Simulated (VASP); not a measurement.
Ag, 1 atom in the cell. Symmetry: Pm-3m, No. 221, cubic system. The conventional cell has a = 2.660 Å, b = 2.660 Å, c = 2.660 Å, α = 90.00°, β = 90.00°, γ = 90.00°. Within 3.5 Å of Ag (site symmetry m-3m) lie 6 Ag at 2.66 Å. 

| Quantity | Value |
| --- | --- |
| Program | VASP 6.6.1 |
| Task | relaxation of cell and atoms |
| Functional | PBE |
| Potentials or basis | VASP PAW PBE potentials, release 64 (Ag) |
| Cutoff | 600 eV |
| k mesh | 9 × 9 × 9 |
| Occupations | gaussian, width 0.05 eV |
| Spin | no spin polarisation |
| Target pressure | 45 GPa |
| Dipole correction | no |
| Further INCAR settings | ALGO = Normal; EDIFF = 1e-06; IBRION = 2; EDIFFG = -0.03; NSW = 80; ISIF = 3 |

Potentials or basis: VASP PAW PBE potentials, release 64 (Ag).

Launch:

```console
$ cat potpaw_PBE.64/Ag/POTCAR > POTCAR
$ mpirun -np 1 vasp_std > vasp.out
```

Hardware: 1 thread of Intel(R) Xeon(R) Platinum 8488C (Sapphire Rapids), on a shared host.

Estimate the wall time of this run.

It took 16 s on 1 thread of Intel(R) Xeon(R) Platinum 8488C (Sapphire Rapids), with other jobs on the host, peak memory 0.15 GiB. Counts: scf iterations 45, k points 35, ion steps 5.
